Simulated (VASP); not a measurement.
Here is a VASP 6.6.1 calculation.

File INCAR:

```
SYSTEM = TaS2
PREC     = Accurate       ! precision mode
ENCUT    = 500            ! plane-wave cutoff, eV
EDIFF    = 1E-6           ! SCF threshold, eV
ISMEAR   = -1             ! smearing method
SIGMA    = 0.03           ! smearing width, eV
LREAL    = .False.        ! projectors in reciprocal space
LASPH    = .True.         ! aspherical terms in the spheres
NELM     = 120            ! most SCF steps
ALGO     = Normal         ! electronic algorithm
ISIF     = 2              ! what is computed and relaxed
LWAVE    = .False.        ! write WAVECAR
LCHARG   = .True.         ! write CHGCAR
GGA      = CA             ! functional
LELF     = .True.         ! ELF
LVHAR    = .True.       
NBANDS   = 18             ! bands
GGA_COMPAT= .False.
```

The input KPOINTS:

```
Automatic mesh
0
Gamma
  9 9 5
  0 0 0
```

POSCAR

```
TaS2
1.0
    3.3500021206      0.0000000000      0.0000000000
   -1.6750010603      2.9011869392      0.0000000000
    0.0000000000      0.0000000000      5.7428000000
Ta S
1 2
Direct
    0.0000000000      0.0000000000      0.0000000000
    0.3333333333      0.6666666667      0.2500000000
    0.6666666667      0.3333333333      0.7500000000
```

Potentials or basis: VASP PAW LDA potentials, release 64 (Ta_pv, S).

The run is started by

```console
$ cat potpaw_LDA.64/Ta_pv/POTCAR potpaw_LDA.64/S/POTCAR > POTCAR
$ mpirun -np 1 vasp_std > vasp.out
```

Question: What does it give for the largest force?

Answer: 1.308 eV/Å.

Question: What does it give for the pressure?

Answer: 4.8 GPa.

Stress tensor (GPa, compression positive):
```
2.46 0.00 0.00
0.00 2.46 0.00
0.00 0.00 9.44
```

Caveat: the cell differs from its parent crystal (zz strain of -2 %); forces of over 1 eV/Å act on the atoms, so gaps and moduli don't describe the material at rest.
